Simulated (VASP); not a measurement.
Here is a VASP 6.6.1 calculation.

Contents of INCAR:

```
PREC = Accurate
ENCUT = 520
EDIFF = 1E-6
ISMEAR = -1
SIGMA = 0.05
LREAL = False
LASPH = True
NELM = 100
ALGO = Fast
ISIF = 2
LWAVE = False
LCHARG = True
GGA = PE
LELF = True
LVHAR = True
NBANDS = 12
```

KPOINTS

```
Automatic mesh
0
Gamma
  13 13 13
```

The input POSCAR:

```
Ga
1.0
   -1.4026165814      1.4026165814      2.3416381643
    1.4026165814     -1.4026165814      2.3416381643
    1.4026165814      1.4026165814     -2.3416381643
Ga
1
Direct
    0.0000000000      0.0000000000      0.0000000000
```

Potentials or basis: VASP PAW PBE potentials, release 64 (Ga_d).

Run with:

```sh
$ cat potpaw_PBE.64/Ga_d/POTCAR > POTCAR
$ mpirun -np 1 vasp_std > vasp.out
```

(1) Predict the pressure.

## Answers

(1) 1.2 GPa.
